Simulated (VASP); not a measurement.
# WSe2 in VASP: a series of runs

The runs below take WSe2 through single point, with PBEsol.

All numbers are computed with VASP 6.6.1; they aren't measurements. Logs are shortened: lines on timing, memory, paths and dates and some standing lists are left out, and cuts for length are marked.

## (1) The cell of the first run

The cell holds a slab with vacuum, 3 atoms: a = 3.238 Å, b = 3.238 Å, c = 17.328 Å, α = 90.00°, β = 90.00°, γ = 120.00°.

## (2) Single point, PBEsol (uniaxial strain along c: +4.0 %)

File INCAR:

```
PREC = Accurate
ENCUT = 520
EDIFF = 1E-6
ISMEAR = 0
SIGMA = 0.02
LREAL = False
LASPH = True
NELM = 100
ALGO = Normal
ISIF = 2
LWAVE = False
LCHARG = True
GGA = PS
LELF = True
LVHAR = True
NBANDS = 20
```

File KPOINTS:

```
regular mesh
0
Gamma
  12 12 2
```

File POSCAR:

```
WSe2
1.0
    3.2375501517      0.0000000000      0.0000000000
   -1.6187750758      2.8038006774      0.0000000000
    0.0000000000      0.0000000000     17.3276656495
W Se
1 2
Direct
   -0.0000000001      0.0000000001      0.0000000000
    0.3333333334      0.6666666666      0.0984262718
    0.3333333334      0.6666666666      0.9015737282
```

Potentials or basis: VASP PAW PBE potentials, release 64 (W_sv, Se).

Launch:

```console
$ cat potpaw_PBE.64/W_sv/POTCAR potpaw_PBE.64/Se/POTCAR > POTCAR
$ mpirun -np 1 vasp_std > vasp.out
```

OUTCAR:

```text
PREC = Accurate
   ENCUT = 520
   EDIFF = 1E-6
   ISMEAR = 0
   LREAL = False
   LASPH = True
   NELM = 100
   ISIF = 2
   GGA = PS

 ion  position               nearest neighbor table
   1  1.000  0.000  0.000-   2 2.53   3 2.53   2 2.53   3 2.53   2 2.53   3 2.53
   2  0.333  0.667  0.098-   1 2.53   1 2.53   1 2.53
   3  0.333  0.667  0.902-   1 2.53   1 2.53   1 2.53

  LATTYP: Found a hexagonal cell.
 ALAT       =     3.2375501517
 C/A-ratio  =     5.3520918094

  Lattice vectors:

 A1 = (   3.2375501517,   0.0000000000,   0.0000000000)
 A2 = (  -1.6187750758,   2.8038006774,   0.0000000000)
 A3 = (   0.0000000000,   0.0000000000,  17.3276656495)

Analysis of symmetry for initial positions (statically):
=====================================================================
 Subroutine PRICEL returns:
 Original cell was already a primitive cell.

 Routine SETGRP: Setting up the symmetry group for a
 hexagonal supercell.

 Subroutine GETGRP returns: Found 12 space group operations
 (whereof 12 operations were pure point group operations)
 out of a pool of 24 trial point group operations.

The static configuration has the point symmetry D_3h.

Analysis of symmetry for dynamics (positions and initial velocities):
=====================================================================
 Subroutine PRICEL returns:
 Original cell was already a primitive cell.

 Routine SETGRP: Setting up the symmetry group for a
 hexagonal supercell.

 Subroutine GETGRP returns: Found 12 space group operations
 (whereof 12 operations were pure point group operations)
 out of a pool of 24 trial point group operations.

The dynamic configuration has the point symmetry D_3h.

 Subroutine INISYM returns: Found 12 space group operations
 (whereof 12 operations are pure point group operations),
 and found     1 'primitive' translations

----------------------------------------------------------------------------------------

                                     Primitive cell

  volume of cell :     157.2909

  direct lattice vectors                    reciprocal lattice vectors
     3.237550152  0.000000000  0.000000000     0.308875524  0.178329367  0.000000000
    -1.618775076  2.803800677  0.000000000     0.000000000  0.356658734  0.000000000
     0.000000000  0.000000000 17.327665649     0.000000000  0.000000000  0.057711178

  length of vectors
[... 74 lines left out ...]
 SYSTEM =  unknown system
   PREC   = accura    normal or accurate (medium, high low for compatibility)
   ISTART =      0    job   : 0-new  1-cont  2-samecut
   ICHARG =      2    charge: 1-file 2-atom 10-const
   ISPIN  =      1    spin polarized calculation?
   LNONCOLLINEAR =      F non collinear calculations
   LSORBIT =      F    spin-orbit coupling
   LASPH  =      T    aspherical Exc in radial PAW
   ENCUT  =  520.0 eV  38.22 Ry    6.18 a.u.   6.02  6.02 32.22*2*pi/ulx,y,z
   NELM   =    100;   NELMIN=  2; NELMDL= -5     # of ELM steps
   EDIFF  = 0.1E-05   stopping-criterion for ELM
   LREAL  =      F    real-space projection
   EDIFFG = 0.1E-04   stopping-criterion for IOM
   NSW    =      0    number of steps for IOM
   IBRION =     -1    ionic relax: 0-MD 1-quasi-New 2-CG
   NFREE  =      0    steps in history (QN), initial steepest desc. (CG)
   ISIF   =      2    stress and relaxation
   ISYM   =      2    0-nonsym 1-usesym 2-fastsym
   POTIM  = 0.5000    time-step for ionic-motion
   TEBEG  =    0.0;   TEEND  =   0.0 temperature during run
   PSTRESS=    0.0 pullay stress
   NELECT =      26.0000    total number of electrons
   NUPDOWN=      -1.0000    fix difference up-down
   EMIN   =  10.00;   EMAX   =-10.00  energy-range for DOS
   EFERMI =   0.00;   METHOD = LEGACY
   ISMEAR =     0;   SIGMA  =   0.02  broadening in eV -4-tet -1-fermi 0-gaus
   EFERMI_NEDOS =   21; number of points for ismear=-14 and -15
   IALGO  =     38    algorithm
   IMIX   =      4    mixing-type and parameters
     AMIX     =   0.40;   BMIX     =  1.00
     AMIX_MAG =   1.60;   BMIX_MAG =  1.00
  volume/ion in A,a.u.               =      52.43       353.82
  Fermi-wavevector in a.u.,A,eV,Ry     =   0.898459  1.697840 10.983001  0.807228
  Thomas-Fermi vector in A             =   2.021170
   LORBIT       =      0    0 simple, 1 ext, 2 COOP (PROOUT), +10 PAW based schemes
   GGA     = PS    functional components
   LHFCALC =     F    Hartree Fock is set to
   AEXX    =    0.0000 exact exchange contribution
   IVDW    =     0    specifies the selected vdW correction
   LEPSILON=     F    determine dielectric tensor
   LRPA    =     F    only Hartree local field effects (RPA)
 non-spin polarized calculation
 Gauss-broadening in eV      SIGMA  =   0.02
  energy-cutoff  :      520.00
  volume of cell :      157.29
 maximum number of plane-waves:      4296
   NGX = 13   NGY = 13   NGZ = 65

 number of electron      26.0000003 magnetization

 Free energy of the ion-electron system (eV)
  ---------------------------------------------------
  ext. energy  EPLUGINS =         0.00000000
  ---------------------------------------------------
  free energy    TOTEN  =       -23.21977103 eV

  energy without entropy =      -23.21977103  energy(sigma->0) =      -23.21977103

 E-fermi :  -0.7067     XC(G=0):  -4.7305

 val. band max:       -0.8523676568   @ k =   0.3333   0.3333   0.5000
 cond. band min:       0.7064414450   @ k =   0.1667   0.1667   0.0000
 fundamental gap:      1.5588091018
 Fermi energy:        -0.7067026750

 k-point     1 :       0.0000    0.0000    0.0000
  band No.  band energies     occupation
      1     -74.7924      2.00000
      2     -39.0741      2.00000
      3     -38.8829      2.00000
      4     -38.8829      2.00000
      5     -15.7959      2.00000
      6     -14.5742      2.00000
[... 541 lines left out ...]
     19       5.7506      0.00000
     20       5.8844      0.00000

 [... further k-points ...]
[... 5 lines left out ...]
  --------------------------------------------------------------------------------------
  -------------------------------------------------------------------------------------
  Total        0.5922252      0.5922252     -1.0096219      0.0000000      0.0000000      0.0000000
  in kB        6.0324503      6.0324503    -10.2840849      0.0000000      0.0000000      0.0000000
  external PRESSURE =       0.5936053 kB  Pullay stress =       0.0000000 kB

 VOLUME and BASIS-vectors are now :
 -----------------------------------------------------------------------------
  energy-cutoff  :      520.00
  volume of cell :      157.29
      direct lattice vectors                 reciprocal lattice vectors
     3.237550152  0.000000000  0.000000000     0.308875524  0.178329367  0.000000000
    -1.618775076  2.803800677  0.000000000     0.000000000  0.356658734  0.000000000
     0.000000000  0.000000000 17.327665649     0.000000000  0.000000000  0.057711178

 POSITION                                       TOTAL-FORCE (eV/Angst)
 -----------------------------------------------------------------------------------
      3.23755      0.00000      0.00000        -0.000000      0.000000      0.000000
      0.00000      1.86920      1.70550         0.000000     -0.000000     -0.292786
      0.00000      1.86920     15.62217        -0.000000      0.000000      0.292786
 -----------------------------------------------------------------------------------
    total drift:                                0.000000     -0.000000     -0.000000

  FREE ENERGIE OF THE ION-ELECTRON SYSTEM (eV)
  ---------------------------------------------------
  free  energy   TOTEN  =       -23.2197710347 eV

  energy  without entropy=      -23.2197710347  energy(sigma->0) =      -23.21977103
```

OSZICAR:

```text
N       E                     dE             d eps       ncg     rms          rms(c)
DAV:   1     0.169039786901E+03    0.16904E+03   -0.12080E+04  1816   0.110E+03
DAV:   2    -0.117793339629E+02   -0.18082E+03   -0.17524E+03  2040   0.259E+02
DAV:   3    -0.239986837192E+02   -0.12219E+02   -0.12140E+02  2064   0.634E+01
[... 13 lines left out ...]
DAV:  17    -0.232197376814E+02   -0.62366E-04   -0.37495E-06  1560   0.579E-03    0.199E-03
DAV:  18    -0.232197603798E+02   -0.22698E-04   -0.12083E-06  1580   0.284E-03    0.183E-03
DAV:  19    -0.232197684311E+02   -0.80513E-05   -0.46782E-07  1512   0.163E-03    0.990E-04
DAV:  20    -0.232197705266E+02   -0.20955E-05   -0.95577E-08  1356   0.704E-04    0.291E-04
DAV:  21    -0.232197710347E+02   -0.50814E-06   -0.20411E-08  1184   0.363E-04
   1 F= -.23219771E+02 E0= -.23219771E+02  d E =-.143672E-26
```

Wall time 1.8 min (1 thread of Intel Xeon Platinum 8259CL at 2.50GHz (Skylake/Cascade Lake), shared host); peak memory 0.33 GiB.

What came out:

- Free energy: -23.2198 eV
- Largest force: 0.293 eV/Å
- Band gap on the k mesh: 1.56 eV, indirect (least direct gap 1.88 eV)

Forces on the atoms (eV/Å):
```
W    0.000  0.000  0.000
Se   0.000  0.000 -0.293
Se   0.000  0.000  0.293
```

Caveat: the cell differs from its parent crystal (uniaxial strain along c: +4.0 %); the PAW data sets were made with another functional, which shifts forces and pressure a little; spin-orbit coupling is left out, which moves the levels of the heavy elements.

## (3) Single point, PBEsol (uniaxial strain along c: +6.0 %)

File INCAR:

```
SYSTEM = WSe2
  PREC = Accurate
  ENCUT = 520
  EDIFF = 1E-6
  ISMEAR = 0
  SIGMA = 0.02
  LREAL = .FALSE.
  LASPH = .TRUE.
  NELM = 80
  ALGO = Normal
  ISIF = 2
  LWAVE = .FALSE.
  LCHARG = .FALSE.
  GGA = PS
  NBANDS = 20
```

File KPOINTS:

```
Automatic mesh
0
G
  12 12 2
  0 0 0
```

File POSCAR:

```
WSe2
1.0
    3.2211988883      0.0000000000      0.0000000000
   -1.6105994441      2.7896400679      0.0000000000
    0.0000000000      0.0000000000     17.6608899889
W Se
1 2
Direct
    0.0000000000      0.0000000000      0.0000000000
    0.3333333333      0.6666666667      0.0965361852
    0.3333333333      0.6666666667      0.9034638148
```

Potentials or basis: VASP PAW PBE potentials, release 64 (W_sv, Se).

Launch:

```console
$ cat potpaw_PBE.64/W_sv/POTCAR potpaw_PBE.64/Se/POTCAR > POTCAR
$ mpirun -np 1 vasp_std > vasp.out
```

OUTCAR:

```text
SYSTEM = WSe2
   PREC = Accurate
   ENCUT = 520
   EDIFF = 1E-6
   ISMEAR = 0
   LREAL = .FALSE.
   LASPH = .TRUE.
   NELM = 80
   ISIF = 2
   GGA = PS

 ion  position               nearest neighbor table
   1  0.000  0.000  0.000-   2 2.52   3 2.52   2 2.52   3 2.52   2 2.52   3 2.52
   2  0.333  0.667  0.097-   1 2.52   1 2.52   1 2.52
   3  0.333  0.667  0.903-   1 2.52   1 2.52   1 2.52

  LATTYP: Found a hexagonal cell.
 ALAT       =     3.2211988883
 C/A-ratio  =     5.4827070918

  Lattice vectors:

[... 195 lines left out ...]
      6     -14.6627      2.00000
[... 541 lines left out ...]
     19       5.7290      0.00000
     20       5.8916      0.00000

 [... further k-points ...]
[... 5 lines left out ...]
  --------------------------------------------------------------------------------------
  -------------------------------------------------------------------------------------
  Total        1.2124148      1.2124148     -0.5935544      0.0000000      0.0000000      0.0000000
  in kB       12.2400594     12.2400594     -5.9922895      0.0000000      0.0000000      0.0000000
  external PRESSURE =       6.1626098 kB  Pullay stress =       0.0000000 kB

 VOLUME and BASIS-vectors are now :
 -----------------------------------------------------------------------------
  energy-cutoff  :      520.00
  volume of cell :      158.70
      direct lattice vectors                 reciprocal lattice vectors
     3.221198888  0.000000000  0.000000000     0.310443420  0.179234592  0.000000000
    -1.610599444  2.789640068  0.000000000     0.000000000  0.358469184  0.000000000
     0.000000000  0.000000000 17.660889989     0.000000000  0.000000000  0.056622288

 POSITION                                       TOTAL-FORCE (eV/Angst)
 -----------------------------------------------------------------------------------
      0.00000      0.00000      0.00000        -0.000000     -0.000000      0.000000
     -0.00000      1.85976      1.70491         0.000000      0.000000     -0.170844
     -0.00000      1.85976     15.95598        -0.000000      0.000000      0.170844
 -----------------------------------------------------------------------------------
    total drift:                                0.000000     -0.000000     -0.000000

  FREE ENERGIE OF THE ION-ELECTRON SYSTEM (eV)
  ---------------------------------------------------
  free  energy   TOTEN  =       -23.2108063247 eV

  energy  without entropy=      -23.2108063247  energy(sigma->0) =      -23.21080632
```

stdout:

```text
POSCAR found type information on POSCAR W Se
 POSCAR found :  2 types and       3 ions
 scaLAPACK will be used
 -----------------------------------------------------------------------------
|                                                                             |
|                                                                             |
|     You enforced a specific xc type in the INCAR file but a different       |
|     I HOPE YOU KNOW WHAT YOU ARE DOING!                                     |
|                                                                             |
 -----------------------------------------------------------------------------

 LDA part: xc-table for (Slater+PW92), standard interpolation
 POSCAR, INCAR and KPOINTS ok, starting setup
 FFT: planning ... GRIDC
 FFT: planning ... GRID_SOFT
 FFT: planning ... GRID
 WAVECAR not read
 entering main loop
```

Wall time 1.9 min (1 thread of Intel Xeon Platinum 8259CL at 2.50GHz (Skylake/Cascade Lake), shared host); peak memory 0.32 GiB.

What came out:

| Property | Result |
| --- | --- |
| Free energy | -23.2108 eV |
| Largest force | 0.171 eV/Å |
| Band gap on the k mesh | 1.55 eV, indirect (least direct gap 1.94 eV) |

Forces in eV/Å, atoms in the order of the input:
```
W    0.000  0.000  0.000
Se   0.000  0.000 -0.171
Se   0.000  0.000  0.171
```

Caveat: the cell differs from its parent crystal (uniaxial strain along c: +6.0 %); the PAW data sets were made with another functional, which shifts forces and pressure a little; spin-orbit coupling is left out, which moves the levels of the heavy elements.

## (4) Single point, PBEsol (uniaxial strain along c: +4.0 %, then relaxed in part)

File INCAR:

```
  ALGO = Normal
  EDIFF = 1E-7
  ENCUT = 520
  GGA = PS
  ISIF = 2
  ISMEAR = 0
  LASPH = T
  LCHARG = F
  LREAL = F
  LWAVE = F
  NBANDS = 20
  NELM = 100
  PREC = Accurate
  SIGMA = 0.02
```

File KPOINTS:

```
k-points
0
Gamma
  12 12 2
```

File POSCAR:

```
WSe2
1.0
    3.2701568596      0.0000000000      0.0000000000
   -1.6350784298      2.8320389148      0.0000000000
    0.0000000000      0.0000000000     17.3276656495
W Se
1 2
Direct
    0.0000000000      0.0000000000      0.0000000000
    0.3333333333      0.6666666667      0.0965361852
    0.3333333333      0.6666666667      0.9034638148
```

Launch:

```console
$ cat potpaw_PBE.64/W_sv/POTCAR potpaw_PBE.64/Se/POTCAR > POTCAR
$ mpirun -np 1 vasp_std > vasp.out
```

Run time: 2.1 min. Hardware: 1 thread of Intel Xeon Platinum 8259CL at 2.50GHz (Skylake/Cascade Lake), shared host; peak memory 0.34 GiB.

The run converged. Its results:

| Quantity | Value |
| --- | --- |
| Free energy | -23.2350 eV |
| Largest force | 0.061 eV/Å |
| Band gap on the k mesh | 1.69 eV, indirect (the least direct gap lies 1.2 meV higher) |

Forces in eV/Å, atoms in the order of the input:
```
W    0.000  0.000  0.000
Se   0.000  0.000  0.061
Se   0.000  0.000 -0.061
```

Levels at points of the mesh, in eV from the valence-band top:
```csv
k point,band 11,band 12,band 13,band 14,band 15,band 16
"(0.00, 0.00, 0.00)",-1.18,-1.18,-0.41,3.06,3.06,3.26
"(0.50, 0.00, 0.00)",-2.18,-1.02,-0.85,2.53,2.86,3.76
"(0.00, 0.00, 0.50)",-1.18,-1.18,-0.41,3.06,3.06,3.26
"(0.50, 0.00, 0.50)",-2.18,-1.02,-0.85,2.53,2.86,3.76
```

Caveat: the cell differs from its parent crystal (uniaxial strain along c: +4.0 %, then relaxed in part); the PAW data sets were made with another functional, which shifts forces and pressure a little; spin-orbit coupling is left out, which moves the levels of the heavy elements.

## (5) Single point, PBEsol (uniaxial strain along c: +6.0 %, then relaxed in part)

File INCAR:

```
SYSTEM = WSe2
PREC = Accurate
ENCUT = 520
EDIFF = 1E-7
ISMEAR = 0
SIGMA = 0.02
LREAL = .False.
LASPH = .True.
NELM = 60
ALGO = Normal
ISIF = 2
LWAVE = .False.
LCHARG = .True.
GGA = PS
LELF = .True.
LVHAR = .True.
NBANDS = 20
```

File KPOINTS:

```
regular mesh
0
Gamma
  12 12 2
  0 0 0
```

File POSCAR:

```
WSe2
1.0
    3.2701417087      0.0000000000      0.0000000000
   -1.6350708543      2.8320257937      0.0000000000
    0.0000000000      0.0000000000     17.6608899889
W Se
1 2
Direct
    0.0000000000      0.0000000000      0.0000000000
    0.3333333333      0.6666666667      0.0946989141
    0.3333333333      0.6666666667      0.9053010859
```

Launch:

```console
$ cat potpaw_PBE.64/W_sv/POTCAR potpaw_PBE.64/Se/POTCAR > POTCAR
$ mpirun -np 1 vasp_std > vasp.out
```

Run time: 2.3 min. Hardware: 1 thread of Intel Xeon Platinum 8259CL at 2.50GHz (Skylake/Cascade Lake), shared host; peak memory 0.33 GiB.

It converged, with:

- Free energy: -23.2349 eV
- Largest force: 0.067 eV/Å
- Band gap on the k mesh: 1.69 eV, direct

Forces in eV/Å, atoms in the order of the input:
```
W    0.000  0.000  0.000
Se   0.000  0.000  0.067
Se   0.000  0.000 -0.067
```

Levels at points of the mesh, in eV from the valence-band top:
```tsv
k point	band 11	band 12	band 13	band 14	band 15	band 16
(0.00, 0.00, 0.00)	-1.18	-1.18	-0.41	3.06	3.06	3.26
(0.50, 0.00, 0.00)	-2.18	-1.02	-0.85	2.53	2.86	3.76
(0.00, 0.00, 0.50)	-1.18	-1.18	-0.41	3.06	3.06	3.26
(0.50, 0.00, 0.50)	-2.18	-1.02	-0.85	2.53	2.86	3.76
```

Caveat: the cell differs from its parent crystal (uniaxial strain along c: +6.0 %, then relaxed in part); the PAW data sets were made with another functional, which shifts forces and pressure a little; spin-orbit coupling is left out, which moves the levels of the heavy elements.

[end of part 1 of 2]
